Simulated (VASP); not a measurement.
TiO, 6 atoms in the cell. It takes space group P-62m (No. 189, hexagonal). Conventional cell: a = 5.015 Å, b = 5.015 Å, c = 2.933 Å, α = 90.00°, β = 90.00°, γ = 120.00°. Ti (site symmetry -6) has 6 O at 2.13 Å and 5 Ti at 2.90 to 2.93 Å within 3.0 Å. Ti (site symmetry -62m) has 3 O at 1.96 Å within 2.6 Å. Within 2.7 Å of O (site symmetry m2m) lie 5 Ti at 1.96 to 2.13 Å and 4 O at 2.68 Å.  This cell differs from its parent crystal: uniaxial strain along c: +1.0 %, then relaxed in part.

| Property | Result |
| --- | --- |
| Program | VASP 6.6.1 |
| Task | single point |
| Functional | r2SCAN |
| Potentials or basis | VASP PAW PBE potentials, release 64 (Ti_sv, O) |
| Cutoff | 520 eV |
| k mesh | 12 × 12 × 12 |
| Occupations | gaussian, width 0.1 eV |
| Spin | no spin polarisation |
| Hubbard terms | Ti d U = 4.0 eV |
| Dipole correction | no |
| Further INCAR settings | ALGO = Normal; EDIFF = 1e-07; NBANDS = 36 |

Potentials or basis: VASP PAW PBE potentials, release 64 (Ti_sv, O).

Launch:

```console
$ cat potpaw_PBE.64/Ti_sv/POTCAR potpaw_PBE.64/O/POTCAR > POTCAR
$ cp INCAR.step1 INCAR
$ mpirun -np 1 vasp_std > vasp.out
$ cp INCAR.step2 INCAR
$ mpirun -np 1 vasp_std > vasp.out
```

Hardware: 1 thread of Oxide Virtual Turin-like Processor, with other jobs on the host.

Task: How long does it take, and how much memory?

Result: Run time: 34 min on 1 thread of Oxide Virtual Turin-like Processor, on a shared host, peak memory 0.34 GiB. Counts: k points 133.
